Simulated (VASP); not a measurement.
# RuC4 (P-3m1) in VASP: a series of runs, part 2 of 3

VASP 6.6.1. The steps go on from the part before.

### Step 3. Single point, PBE

This run uses another cell than the first one, of 11.57 Å³/atom, 1.471 times its volume.

INCAR

```
SYSTEM = RuC4
ALGO = Normal
EDIFF = 1E-6
ENCUT = 520
GGA = PE
ISIF = 2
ISMEAR = 0
LASPH = .TRUE.
LCHARG = .FALSE.
LREAL = .FALSE.
LWAVE = .FALSE.
NBANDS = 23
NELM = 100
PREC = Accurate
SIGMA = 0.1
```

KPOINTS

```
k-points
0
G
  6 6 2
  0 0 0
```

POSCAR

```
RuC4
1.0
    2.7492913600      0.0000000000      0.0000000000
   -1.3746456800      2.3809561600      0.0000000000
    0.0000000000      0.0000000000      8.8402951900
Ru C
1 4
Direct
    0.0000000000      0.0000000000      0.0000000000
    0.3333333300      0.6666666700      0.8658552800
    0.3333333300      0.6666666700      0.3767953500
    0.6666666700      0.3333333300      0.1341447200
    0.6666666700      0.3333333300      0.6232046500
```

Potentials or basis: VASP PAW PBE potentials, release 64 (Ru_pv, C).

Started as:

```bash
$ cat potpaw_PBE.64/Ru_pv/POTCAR potpaw_PBE.64/C/POTCAR > POTCAR
$ mpirun -np 1 vasp_std > vasp.out
```

OUTCAR:

```text
SYSTEM = RuC4
   EDIFF = 1E-6
   ENCUT = 520
   GGA = PE
   ISIF = 2
   ISMEAR = 0
   LASPH = .TRUE.
   LREAL = .FALSE.
   NELM = 100
   PREC = Accurate

 ion  position               nearest neighbor table
   1  0.000  0.000  0.000-   2 1.98   4 1.98   2 1.98   4 1.98   4 1.98   2 1.98
   2  0.333  0.667  0.866-   1 1.98   1 1.98   1 1.98
   3  0.333  0.667  0.377-
   4  0.667  0.333  0.134-   1 1.98   1 1.98   1 1.98
   5  0.667  0.333  0.623-

  LATTYP: Found a hexagonal cell.
 ALAT       =     2.7492913600
 C/A-ratio  =     3.2154813850

  Lattice vectors:

 A1 = (   2.7492913600,   0.0000000000,   0.0000000000)
 A2 = (  -1.3746456800,   2.3809561600,   0.0000000000)
 A3 = (   0.0000000000,   0.0000000000,   8.8402951900)

Analysis of symmetry for initial positions (statically):
=====================================================================
 Subroutine PRICEL returns:
 Original cell was already a primitive cell.

 Routine SETGRP: Setting up the symmetry group for a
 hexagonal supercell.

 Subroutine GETGRP returns: Found 12 space group operations
 (whereof 12 operations were pure point group operations)
 out of a pool of 24 trial point group operations.

The static configuration has the point symmetry D_3d.

Analysis of symmetry for dynamics (positions and initial velocities):
=====================================================================
 Subroutine PRICEL returns:
 Original cell was already a primitive cell.

 Routine SETGRP: Setting up the symmetry group for a
 hexagonal supercell.

 Subroutine GETGRP returns: Found 12 space group operations
 (whereof 12 operations were pure point group operations)
 out of a pool of 24 trial point group operations.

The dynamic configuration has the point symmetry D_3d.

 Subroutine INISYM returns: Found 12 space group operations
 (whereof 12 operations are pure point group operations),
 and found     1 'primitive' translations

----------------------------------------------------------------------------------------

                                     Primitive cell

  volume of cell :      57.8681

  direct lattice vectors                    reciprocal lattice vectors
     2.749291360  0.000000000  0.000000000     0.363730092  0.209999667  0.000000000
    -1.374645680  2.380956160  0.000000000     0.000000000  0.419999333  0.000000000
     0.000000000  0.000000000  8.840295190     0.000000000  0.000000000  0.113118395

  length of vectors
     2.749291360  2.749291360  8.840295190     0.419999333  0.419999333  0.113118395

  position of ions in fractional coordinates (direct lattice)
     0.000000000  0.000000000  0.000000000
     0.333333330  0.666666670  0.865855280
     0.333333330  0.666666670  0.376795350
     0.666666670  0.333333330  0.134144720
     0.666666670  0.333333330  0.623204650

  ion indices of the primitive-cell ions
   primitive index   ion index
                 1           1
                 2           2
                 3           3
                 4           4
                 5           5

[... 25 lines left out ...]

 Following reciprocal coordinates:
            Coordinates               Weight
  0.000000  0.000000  0.000000      1.000000
  0.166667 -0.000000  0.000000      6.000000
  0.333333 -0.000000  0.000000      6.000000
  0.500000 -0.000000  0.000000      3.000000
  0.166667  0.166667  0.000000      6.000000
  0.333333  0.166667  0.000000     12.000000
  0.333333  0.333333  0.000000      2.000000
  0.000000  0.000000  0.500000      1.000000
  0.166667 -0.000000  0.500000      6.000000
  0.333333 -0.000000  0.500000      6.000000
  0.500000 -0.000000  0.500000      3.000000
  0.166667  0.166667  0.500000      6.000000
  0.333333  0.166667  0.500000     12.000000
  0.333333  0.333333  0.500000      2.000000
   k-points           NKPTS =     14   k-points in BZ     NKDIM =     14   number of bands    NBANDS=     23
   number of dos      NEDOS =    301   number of ions     NIONS =      5
   total plane-waves  NPLWV =  28000
   dimension x,y,z NGX =    20 NGY =   20 NGZ =   70
   dimension x,y,z NGXF=    40 NGYF=   40 NGZF=  140
   ions per type =               1   4
   NGX,Y,Z   is equivalent  to a cutoff of  12.09, 12.09, 13.16 a.u.
   NGXF,Y,Z  is equivalent  to a cutoff of  24.19, 24.19, 26.33 a.u.
 SYSTEM =  RuC4
   PREC   = accura    normal or accurate (medium, high low for compatibility)
   ISTART =      0    job   : 0-new  1-cont  2-samecut
   ICHARG =      2    charge: 1-file 2-atom 10-const
   ISPIN  =      1    spin polarized calculation?
   LNONCOLLINEAR =      F non collinear calculations
   LSORBIT =      F    spin-orbit coupling
   LASPH  =      T    aspherical Exc in radial PAW
   ENCUT  =  520.0 eV  38.22 Ry    6.18 a.u.   5.11  5.11 16.44*2*pi/ulx,y,z
   NELM   =    100;   NELMIN=  2; NELMDL= -5     # of ELM steps
   EDIFF  = 0.1E-05   stopping-criterion for ELM
   LREAL  =      F    real-space projection
   EDIFFG = 0.1E-04   stopping-criterion for IOM
   NSW    =      0    number of steps for IOM
   IBRION =     -1    ionic relax: 0-MD 1-quasi-New 2-CG
   NFREE  =      0    steps in history (QN), initial steepest desc. (CG)
   ISIF   =      2    stress and relaxation
   ISYM   =      2    0-nonsym 1-usesym 2-fastsym
   POTIM  = 0.5000    time-step for ionic-motion
   TEBEG  =    0.0;   TEEND  =   0.0 temperature during run
   PSTRESS=    0.0 pullay stress
   NELECT =      30.0000    total number of electrons
   NUPDOWN=      -1.0000    fix difference up-down
   EMIN   =  10.00;   EMAX   =-10.00  energy-range for DOS
   EFERMI =   0.00;   METHOD = LEGACY
   ISMEAR =     0;   SIGMA  =   0.10  broadening in eV -4-tet -1-fermi 0-gaus
   EFERMI_NEDOS =   21; number of points for ismear=-14 and -15
   IALGO  =     38    algorithm
   IMIX   =      4    mixing-type and parameters
     AMIX     =   0.40;   BMIX     =  1.00
     AMIX_MAG =   1.60;   BMIX_MAG =  1.00
  volume/ion in A,a.u.               =      11.57        78.10
  Fermi-wavevector in a.u.,A,eV,Ry     =   1.315131  2.485237 23.532214  1.729569
  Thomas-Fermi vector in A             =   2.445335
   LORBIT       =      0    0 simple, 1 ext, 2 COOP (PROOUT), +10 PAW based schemes
   GGA     = PE    functional components
   LHFCALC =     F    Hartree Fock is set to
   AEXX    =    0.0000 exact exchange contribution
   IVDW    =     0    specifies the selected vdW correction
   LEPSILON=     F    determine dielectric tensor
   LRPA    =     F    only Hartree local field effects (RPA)
 non-spin polarized calculation
 Gauss-broadening in eV      SIGMA  =   0.10
  energy-cutoff  :      520.00
  volume of cell :       57.87
 maximum number of plane-waves:      1578
   NGX = 11   NGY = 11   NGZ = 33

 number of electron      30.0000003 magnetization

 Free energy of the ion-electron system (eV)
  ---------------------------------------------------
  ext. energy  EPLUGINS =         0.00000000
  ---------------------------------------------------
  free energy    TOTEN  =       -28.20156743 eV

  energy without entropy =      -28.17025358  energy(sigma->0) =      -28.18591050

 E-fermi :   5.0852     XC(G=0): -11.2111

 val. band max:        5.0667731013   @ k =   0.1667   0.1667   0.5000
 cond. band min:       5.0897311863   @ k =   0.1667  -0.0000   0.5000
 fundamental gap:      0.0229580850
 Fermi energy:         5.0852319984

 k-point     1 :       0.0000    0.0000    0.0000
  band No.  band energies     occupation
      1     -39.1854      2.00000
      2     -38.9409      2.00000
      3     -38.9409      2.00000
      4      -9.2996      2.00000
      5      -6.4863      2.00000
      6      -6.4472      2.00000
[... 353 lines left out ...]
     22       7.8785      0.00000
     23      11.3495      0.00000

------------------------ aborting loop because EDIFF is reached ----------------------------------------

  FORCE on cell =-STRESS in cart. coord.  units (eV):
  Direction    XX          YY          ZZ          XY          YZ          ZX
  --------------------------------------------------------------------------------------
  -------------------------------------------------------------------------------------
  Total        2.2531129      2.2531129      0.5587895      0.0000000      0.0000000     -0.0000000
  in kB       62.3813250     62.3813250     15.4710522      0.0000000      0.0000000     -0.0000000
  external PRESSURE =      46.7445674 kB  Pullay stress =       0.0000000 kB

 VOLUME and BASIS-vectors are now :
 -----------------------------------------------------------------------------
  energy-cutoff  :      520.00
  volume of cell :       57.87
      direct lattice vectors                 reciprocal lattice vectors
     2.749291360  0.000000000  0.000000000     0.363730092  0.209999667  0.000000000
    -1.374645680  2.380956160  0.000000000     0.000000000  0.419999333  0.000000000
     0.000000000  0.000000000  8.840295190     0.000000000  0.000000000  0.113118395

 POSITION                                       TOTAL-FORCE (eV/Angst)
 -----------------------------------------------------------------------------------
      0.00000      0.00000      0.00000         0.000000      0.000000      0.000000
     -0.00000      1.58730      7.65442         0.000000     -0.000000     -3.607547
     -0.00000      1.58730      3.33098         0.000000     -0.000000      0.642938
      1.37465      0.79365      1.18588        -0.000000      0.000000      3.607547
      1.37465      0.79365      5.50931        -0.000000      0.000000     -0.642938
 -----------------------------------------------------------------------------------
    total drift:                                0.000000      0.000000      0.000000

  FREE ENERGIE OF THE ION-ELECTRON SYSTEM (eV)
  ---------------------------------------------------
  free  energy   TOTEN  =       -28.2015674283 eV

  energy  without entropy=      -28.1702535759  energy(sigma->0) =      -28.18591050
```

OSZICAR:

```text
N       E                     dE             d eps       ncg     rms          rms(c)
DAV:   1     0.189349451748E+03    0.18935E+03   -0.15981E+04   676   0.123E+03
DAV:   2    -0.233561291072E+02   -0.21271E+03   -0.20224E+03   812   0.315E+02
DAV:   3    -0.320770904205E+02   -0.87210E+01   -0.85352E+01   791   0.613E+01
DAV:   4    -0.322580718990E+02   -0.18098E+00   -0.18066E+00   792   0.875E+00
DAV:   5    -0.322615638466E+02   -0.34919E-02   -0.34917E-02   795   0.113E+00    0.376E+01
DAV:   6    -0.317446534684E+02    0.51691E+00   -0.44247E+01   682   0.467E+01    0.168E+01
DAV:   7    -0.289796283617E+02    0.27650E+01   -0.20628E+01   721   0.378E+01    0.116E+01
DAV:   8    -0.287682575744E+02    0.21137E+00   -0.48326E+00   708   0.159E+01    0.533E+00
DAV:   9    -0.281995043763E+02    0.56875E+00   -0.16996E+00   787   0.637E+00    0.109E+00
DAV:  10    -0.282023729527E+02   -0.28686E-02   -0.69573E-02   651   0.148E+00    0.479E-01
DAV:  11    -0.282015718522E+02    0.80110E-03   -0.58310E-03   714   0.603E-01    0.185E-01
DAV:  12    -0.282015702727E+02    0.15794E-05   -0.44529E-04   805   0.124E-01    0.398E-02
DAV:  13    -0.282015682242E+02    0.20485E-05   -0.54152E-05   786   0.454E-02    0.151E-02
DAV:  14    -0.282015667363E+02    0.14879E-05   -0.99103E-06   759   0.187E-02    0.799E-03
DAV:  15    -0.282015674283E+02   -0.69209E-06   -0.13807E-06   371   0.836E-03
   1 F= -.28201567E+02 E0= -.28185911E+02  d E =-.313139E-01
```

It took 10 s on 1 thread of Intel Xeon 6975P-C (Granite Rapids), shared host; peak memory 0.17 GiB.

Results:

| Property | Result |
| --- | --- |
| Free energy | -28.2016 eV |
| Pressure | 4.7 GPa |
| Largest force | 3.608 eV/Å |
| Band gap on the k mesh | zero (band 15 reaches 6.84 eV, above the bottom of band 16 at 3.88 eV) |

Forces in eV/Å, atoms in the order of the input:
```
Ru   0.000  0.000  0.000
C    0.000  0.000 -3.608
C    0.000  0.000  0.643
C    0.000  0.000  3.608
C    0.000  0.000 -0.643
```

Stress tensor (GPa, compression positive):
```
6.24 0.00 0.00
0.00 6.24 0.00
0.00 0.00 1.55
```

Caveat: the k points lie up to 0.44 Å⁻¹ apart; forces of over 1 eV/Å act on the atoms, so gaps and moduli don't describe the material at rest.

### Step 4. Single point, PBE

This run uses another cell than the first one, of 7.85 Å³/atom, 0.998 times its volume.

INCAR

```
SYSTEM = RuC4
PREC = Accurate
ENCUT = 520
EDIFF = 1E-6
ISMEAR = 0
SIGMA = 0.1
LREAL = .False.
LASPH = .True.
NELM = 100
ALGO = Normal
ISIF = 2
LWAVE = .False.
LCHARG = .False.
GGA = PE
NBANDS = 23
```

KPOINTS

```
regular mesh
0
Gamma
  6 6 4
  0 0 0
```

POSCAR

```
RuC4
1.0
    2.7026469694      0.0000000000      0.0000000000
   -1.3513234847      2.3405609329      0.0000000000
    0.0000000000      0.0000000000      6.2035831079
Ru C
1 4
Direct
    0.0000000000      0.0000000000      0.0000000000
    0.3333333333      0.6666666667      0.7801892543
    0.3333333333      0.6666666667      0.5432640331
    0.6666666667      0.3333333333      0.2198107457
    0.6666666667      0.3333333333      0.4567359669
```

Potentials or basis: VASP PAW PBE potentials, release 64 (Ru_pv, C).

Started as:

```bash
$ cat potpaw_PBE.64/Ru_pv/POTCAR potpaw_PBE.64/C/POTCAR > POTCAR
$ mpirun -np 1 vasp_std > vasp.out
```

OUTCAR:

```text
SYSTEM = RuC4
   PREC = Accurate
   ENCUT = 520
   EDIFF = 1E-6
   ISMEAR = 0
   LREAL = .False.
   LASPH = .True.
   NELM = 100
   ISIF = 2
   GGA = PE

 ion  position               nearest neighbor table
   1  0.000  0.000  0.000-   2 2.07   4 2.07   2 2.07   4 2.07   4 2.07   2 2.07
   2  0.333  0.667  0.780-   3 1.47   1 2.07   1 2.07   1 2.07
   3  0.333  0.667  0.543-   2 1.47   5 1.65   5 1.65   5 1.65
   4  0.667  0.333  0.220-   5 1.47   1 2.07   1 2.07   1 2.07
   5  0.667  0.333  0.457-   4 1.47   3 1.65   3 1.65   3 1.65

  LATTYP: Found a hexagonal cell.
 ALAT       =     2.7026469694
 C/A-ratio  =     2.2953730836

  Lattice vectors:

 A1 = (   2.7026469694,   0.0000000000,   0.0000000000)
 A2 = (  -1.3513234847,   2.3405609329,   0.0000000000)
 A3 = (   0.0000000000,   0.0000000000,   6.2035831079)

Analysis of symmetry for initial positions (statically):
=====================================================================
 Subroutine PRICEL returns:
 Original cell was already a primitive cell.

 Routine SETGRP: Setting up the symmetry group for a
 hexagonal supercell.

 Subroutine GETGRP returns: Found 12 space group operations
 (whereof 12 operations were pure point group operations)
 out of a pool of 24 trial point group operations.

The static configuration has the point symmetry D_3d.

Analysis of symmetry for dynamics (positions and initial velocities):
=====================================================================
 Subroutine PRICEL returns:
 Original cell was already a primitive cell.

 Routine SETGRP: Setting up the symmetry group for a
 hexagonal supercell.

 Subroutine GETGRP returns: Found 12 space group operations
 (whereof 12 operations were pure point group operations)
 out of a pool of 24 trial point group operations.

The dynamic configuration has the point symmetry D_3d.

 Subroutine INISYM returns: Found 12 space group operations
 (whereof 12 operations are pure point group operations),
[... 121 lines left out ...]
     AMIX_MAG =   1.60;   BMIX_MAG =  1.00
  volume/ion in A,a.u.               =       7.85        52.96
  Fermi-wavevector in a.u.,A,eV,Ry     =   1.496918  2.828764 30.487431  2.240763
  Thomas-Fermi vector in A             =   2.608873
   LORBIT       =      0    0 simple, 1 ext, 2 COOP (PROOUT), +10 PAW based schemes
   GGA     = PE    functional components
   LHFCALC =     F    Hartree Fock is set to
   AEXX    =    0.0000 exact exchange contribution
   IVDW    =     0    specifies the selected vdW correction
   LEPSILON=     F    determine dielectric tensor
   LRPA    =     F    only Hartree local field effects (RPA)
 non-spin polarized calculation
 Gauss-broadening in eV      SIGMA  =   0.10
  energy-cutoff  :      520.00
  volume of cell :       39.24
 maximum number of plane-waves:      1077
   NGX =  9   NGY =  9   NGZ = 23

 number of electron      29.9999995 magnetization

 Free energy of the ion-electron system (eV)
  ---------------------------------------------------
  ext. energy  EPLUGINS =         0.00000000
  ---------------------------------------------------
  free energy    TOTEN  =       -42.60949880 eV

  energy without entropy =      -42.60383051  energy(sigma->0) =      -42.60666465

 E-fermi :  10.7410     XC(G=0): -13.1494

 val. band max:       10.7390291240   @ k =   0.5000   0.0000   0.2500
 cond. band min:      10.8180931902   @ k =   0.3333   0.1667   0.2500
 fundamental gap:      0.0790640662
 Fermi energy:        10.7410247256

 k-point     1 :       0.0000    0.0000    0.0000
  band No.  band energies     occupation
      1     -33.6198      2.00000
      2     -33.1952      2.00000
      3     -33.1952      2.00000
      4      -9.2265      2.00000
      5      -4.6418      2.00000
      6      -2.5792      2.00000
[... 613 lines left out ...]
     22      20.1772      0.00000
     23      20.1772      0.00000

------------------------ aborting loop because EDIFF is reached ----------------------------------------

  FORCE on cell =-STRESS in cart. coord.  units (eV):
  Direction    XX          YY          ZZ          XY          YZ          ZX
  --------------------------------------------------------------------------------------
  -------------------------------------------------------------------------------------
  Total        0.0011143      0.0011143      0.1587311      0.0000000      0.0000000      0.0000000
  in kB        0.0454939      0.0454939      6.4806821      0.0000000      0.0000000      0.0000000
  external PRESSURE =       2.1905566 kB  Pullay stress =       0.0000000 kB

 VOLUME and BASIS-vectors are now :
 -----------------------------------------------------------------------------
  energy-cutoff  :      520.00
  volume of cell :       39.24
      direct lattice vectors                 reciprocal lattice vectors
     2.702646969  0.000000000  0.000000000     0.370007630  0.213624005  0.000000000
    -1.351323485  2.340560933  0.000000000     0.000000000  0.427248010  0.000000000
     0.000000000  0.000000000  6.203583108     0.000000000  0.000000000  0.161197163

 POSITION                                       TOTAL-FORCE (eV/Angst)
 -----------------------------------------------------------------------------------
      0.00000      0.00000      0.00000         0.000000      0.000000      0.000000
     -0.00000      1.56037      4.83997        -0.000000      0.000000      0.065567
     -0.00000      1.56037      3.37018         0.000000      0.000000     -0.057592
      1.35132      0.78019      1.36361         0.000000      0.000000     -0.065567
      1.35132      0.78019      2.83340         0.000000      0.000000      0.057592
 -----------------------------------------------------------------------------------
    total drift:                               -0.000000     -0.000000      0.000000

  FREE ENERGIE OF THE ION-ELECTRON SYSTEM (eV)
  ---------------------------------------------------
  free  energy   TOTEN  =       -42.6094987964 eV

  energy  without entropy=      -42.6038305081  energy(sigma->0) =      -42.60666465
```

stdout:

```text
POSCAR found type information on POSCAR RuC
 POSCAR found :  2 types and       5 ions
 scaLAPACK will be used
 LDA part: xc-table for (Slater+PW92), standard interpolation
 POSCAR, INCAR and KPOINTS ok, starting setup
 FFT: planning ... GRIDC
 FFT: planning ... GRID_SOFT
 FFT: planning ... GRID
 WAVECAR not read
 entering main loop
```

It took 14 s on 1 thread of Intel Xeon 6975P-C (Granite Rapids), shared host; peak memory 0.15 GiB.

What came out:

```yaml
Free_energy: -42.6095 eV
Pressure: 0.2 GPa
Largest_force: 0.066 eV/Å
Band_gap_on_the_k_mesh: zero (band 15 reaches 10.94 eV, above the bottom of band 16 at 10.13 eV)
```

Forces in eV/Å, atoms in the order of the input:
```
Ru   0.000  0.000  0.000
C    0.000  0.000  0.066
C    0.000  0.000 -0.058
C    0.000  0.000 -0.066
C    0.000  0.000  0.058
```

Levels at points of the mesh, in eV from the Fermi level:
```tsv
k point	band 13	band 14	band 15	band 16	band 17	band 18
(0.00, 0.00, 0.00)	-2.86	-2.05	-2.05	0.44	0.44	4.50
(0.50, 0.00, 0.00)	-4.75	-3.24	0.14	0.86	1.69	3.38
(0.00, 0.00, 0.50)	-3.63	-2.20	-2.20	2.37	2.37	2.58
(0.50, 0.00, 0.50)	-3.94	-3.77	-0.69	0.14	1.42	3.49
```

Caveat: the k points lie up to 0.45 Å⁻¹ apart.

[end of part 2 of 3]
